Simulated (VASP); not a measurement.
# MgO (P6_3/mmc) in VASP: single point with PBEsol

Aim: the single point of MgO with PBEsol.

All numbers are computed with VASP 6.6.1; they aren't measurements. Logs are shortened: lines on timing, memory, paths and dates and some standing lists are left out, and cuts for length are marked.

### Step 1. The cell of the first run

The structure is hexagonal, space group P6_3/mmc (No. 194). The conventional cell has a = 3.486 Å, b = 3.486 Å, c = 4.178 Å, α = 90.00°, β = 90.00°, γ = 120.00°. Within 2.7 Å of Mg (site symmetry -6m2) lie 5 O at 2.01 to 2.09 Å. O (site symmetry -6m2) has 5 Mg at 2.01 to 2.09 Å within 2.7 Å.

### Step 2. Single point, PBEsol

Input file INCAR:

```
ALGO = Normal
EDIFF = 1E-6
ENCUT = 520
GGA = PS
ISIF = 2
ISMEAR = 0
LASPH = T
LCHARG = F
LREAL = F
LWAVE = F
NBANDS = 16
NELM = 60
PREC = Accurate
SIGMA = 0.01
```

Input file KPOINTS:

```
k-points
0
Gamma
  6 6 6
```

Input file POSCAR:

```
MgO
1.0
    3.4863800000      0.0000000000      0.0000000000
   -1.7431900000      3.0192900000      0.0000000000
    0.0000000000      0.0000000000      4.1780400000
Mg O
2 2
Direct
    0.6666666667      0.3333333333      0.7500000000
    0.3333333333      0.6666666667      0.2500000000
    0.6666666667      0.3333333333      0.2500000000
    0.3333333333      0.6666666667      0.7500000000
```

Potentials or basis: VASP PAW PBE potentials, release 64 (Mg, O).

Launch:

```
> cat potpaw_PBE.64/Mg/POTCAR potpaw_PBE.64/O/POTCAR > POTCAR
> mpirun -np 1 vasp_std > vasp.out
```

OUTCAR:

```text
EDIFF = 1E-6
   ENCUT = 520
   GGA = PS
   ISIF = 2
   ISMEAR = 0
   LASPH = T
   LREAL = F
   NELM = 60
   PREC = Accurate

 ion  position               nearest neighbor table
   1  0.667  0.333  0.750-   4 2.01   4 2.01   4 2.01   3 2.09   3 2.09   2 2.90   2 2.90   2 2.90
                             2 2.90   2 2.90   2 2.90
   2  0.333  0.667  0.250-   3 2.01   3 2.01   3 2.01   4 2.09   4 2.09   1 2.90   1 2.90   1 2.90
                             1 2.90   1 2.90   1 2.90
   3  0.667  0.333  0.250-   2 2.01   2 2.01   2 2.01   1 2.09   1 2.09
   4  0.333  0.667  0.750-   1 2.01   1 2.01   1 2.01   2 2.09   2 2.09

  LATTYP: Found a hexagonal cell.
 ALAT       =     3.4863800000
 C/A-ratio  =     1.1983891601

  Lattice vectors:

 A1 = (   3.4863800000,   0.0000000000,   0.0000000000)
 A2 = (  -1.7431900000,   3.0192900000,   0.0000000000)
 A3 = (   0.0000000000,   0.0000000000,   4.1780400000)

Analysis of symmetry for initial positions (statically):
=====================================================================
 Subroutine PRICEL returns:
 Original cell was already a primitive cell.

 Routine SETGRP: Setting up the symmetry group for a
 hexagonal supercell.

 Subroutine GETGRP returns: Found 24 space group operations
 (whereof 12 operations were pure point group operations)
 out of a pool of 24 trial point group operations.

The static configuration has the point symmetry D_3d.
 The point group associated with its full space group is D_6h.

Analysis of symmetry for dynamics (positions and initial velocities):
=====================================================================
 Subroutine PRICEL returns:
 Original cell was already a primitive cell.

 Routine SETGRP: Setting up the symmetry group for a
 hexagonal supercell.

 Subroutine GETGRP returns: Found 24 space group operations
 (whereof 12 operations were pure point group operations)
 out of a pool of 24 trial point group operations.

The dynamic configuration has the point symmetry D_3d.
 The point group associated with its full space group is D_6h.

 Subroutine INISYM returns: Found 24 space group operations
 (whereof 12 operations are pure point group operations),
 and found     1 'primitive' translations

[... 92 lines left out ...]
   ISPIN  =      1    spin polarized calculation?
   LNONCOLLINEAR =      F non collinear calculations
   LSORBIT =      F    spin-orbit coupling
   LASPH  =      T    aspherical Exc in radial PAW
   ENCUT  =  520.0 eV  38.22 Ry    6.18 a.u.   6.48  6.48  7.77*2*pi/ulx,y,z
   NELM   =     60;   NELMIN=  2; NELMDL= -5     # of ELM steps
   EDIFF  = 0.1E-05   stopping-criterion for ELM
   LREAL  =      F    real-space projection
   EDIFFG = 0.1E-04   stopping-criterion for IOM
   NSW    =      0    number of steps for IOM
   IBRION =     -1    ionic relax: 0-MD 1-quasi-New 2-CG
   NFREE  =      0    steps in history (QN), initial steepest desc. (CG)
   ISIF   =      2    stress and relaxation
   ISYM   =      2    0-nonsym 1-usesym 2-fastsym
   POTIM  = 0.5000    time-step for ionic-motion
   TEBEG  =    0.0;   TEEND  =   0.0 temperature during run
   PSTRESS=    0.0 pullay stress
   NELECT =      16.0000    total number of electrons
   NUPDOWN=      -1.0000    fix difference up-down
   EMIN   =  10.00;   EMAX   =-10.00  energy-range for DOS
   EFERMI =   0.00;   METHOD = LEGACY
   ISMEAR =     0;   SIGMA  =   0.01  broadening in eV -4-tet -1-fermi 0-gaus
   EFERMI_NEDOS =   21; number of points for ismear=-14 and -15
   IALGO  =     38    algorithm
   IMIX   =      4    mixing-type and parameters
     AMIX     =   0.40;   BMIX     =  1.00
     AMIX_MAG =   1.60;   BMIX_MAG =  1.00
  volume/ion in A,a.u.               =      10.99        74.20
  Fermi-wavevector in a.u.,A,eV,Ry     =   1.168685  2.208494 18.583170  1.365824
  Thomas-Fermi vector in A             =   2.305168
   LORBIT       =      0    0 simple, 1 ext, 2 COOP (PROOUT), +10 PAW based schemes
   GGA     = PS    functional components
   LHFCALC =     F    Hartree Fock is set to
   AEXX    =    0.0000 exact exchange contribution
   IVDW    =     0    specifies the selected vdW correction
   LEPSILON=     F    determine dielectric tensor
   LRPA    =     F    only Hartree local field effects (RPA)
 non-spin polarized calculation
 Gauss-broadening in eV      SIGMA  =   0.01
  energy-cutoff  :      520.00
  volume of cell :       43.98
 maximum number of plane-waves:      1204
 NGX is ok and might be reduce to    28
   NGX = 13   NGY = 13   NGZ = 15

 number of electron      15.9999999 magnetization

 Free energy of the ion-electron system (eV)
  ---------------------------------------------------
  ext. energy  EPLUGINS =         0.00000000
  ---------------------------------------------------
  free energy    TOTEN  =       -24.75815534 eV

  energy without entropy =      -24.75815534  energy(sigma->0) =      -24.75815534

 E-fermi :   1.9816     XC(G=0): -10.3132

 val. band max:        1.8827864269   @ k =   0.0000   0.0000   0.0000
 cond. band min:       5.1967947183   @ k =   0.0000   0.0000   0.0000
 fundamental gap:      3.3140082914
 Fermi energy:         1.9816100667

 k-point     1 :       0.0000    0.0000    0.0000
  band No.  band energies     occupation
      1     -14.9879      2.00000
      2     -13.5561      2.00000
      3      -1.8113      2.00000
      4       0.1269      2.00000
      5       0.1269      2.00000
      6       1.0703      2.00000
[... 433 lines left out ...]
      3      -1.7591      2.00000
      4      -1.7591      2.00000
      5       0.3867      2.00000
      6       0.3867      2.00000
[... 8 lines left out ...]
     15      16.6678      0.00000
     16      16.6678      0.00000

 [... further k-points ...]
[... 5 lines left out ...]
  --------------------------------------------------------------------------------------
  -------------------------------------------------------------------------------------
  Total        0.1808120      0.1808115      0.2604561     -0.0000000      0.0000000      0.0000000
  in kB        6.5869694      6.5869535      9.4883996     -0.0000000      0.0000000      0.0000000
  external PRESSURE =       7.5541075 kB  Pullay stress =       0.0000000 kB

 VOLUME and BASIS-vectors are now :
 -----------------------------------------------------------------------------
  energy-cutoff  :      520.00
  volume of cell :       43.98
      direct lattice vectors                 reciprocal lattice vectors
     3.486380000  0.000000000  0.000000000     0.286830466  0.165601847  0.000000000
    -1.743190000  3.019290000  0.000000000     0.000000000  0.331203694  0.000000000
     0.000000000  0.000000000  4.178040000     0.000000000  0.000000000  0.239346679

 POSITION                                       TOTAL-FORCE (eV/Angst)
 -----------------------------------------------------------------------------------
      1.74319      1.00643      3.13353        -0.000000      0.000000      0.000000
     -0.00000      2.01286      1.04451        -0.000000     -0.000000      0.000000
      1.74319      1.00643      1.04451        -0.000000      0.000000      0.000000
     -0.00000      2.01286      3.13353         0.000000     -0.000000      0.000000
 -----------------------------------------------------------------------------------
    total drift:                               -0.000000      0.000000     -0.000000

  FREE ENERGIE OF THE ION-ELECTRON SYSTEM (eV)
  ---------------------------------------------------
  free  energy   TOTEN  =       -24.7581553414 eV

  energy  without entropy=      -24.7581553414  energy(sigma->0) =      -24.75815534
```

Wall time 12 s (1 thread of Intel Xeon Platinum 8488C (Sapphire Rapids), shared host); peak memory 0.16 GiB.

Results:

| Property | Result |
| --- | --- |
| Free energy | -24.7582 eV |
| Pressure | 0.8 GPa |
| Band gap on the k mesh | 3.31 eV, direct |

Levels at points of the mesh, in eV from the valence-band top:
| k point | band 6 | band 7 | band 8 | band 9 | band 10 | band 11 |
| --- | --- | --- | --- | --- | --- | --- |
| (0.00, 0.00, 0.00) | -0.81 | -0.81 | 0.00 | 3.31 | 9.39 | 12.11 |
| (0.50, 0.00, 0.00) | -1.98 | -1.32 | -0.53 | 6.84 | 9.01 | 9.68 |
| (0.00, 0.00, 0.50) | -1.30 | -1.30 | -1.30 | 6.35 | 6.35 | 12.77 |
| (0.50, 0.00, 0.50) | -1.56 | -0.83 | -0.83 | 7.17 | 7.17 | 11.89 |

Caveat: the PAW data sets were made with another functional, which shifts forces and pressure a little. PBEsol gaps usually lie below the measured ones, often by a third to a half.
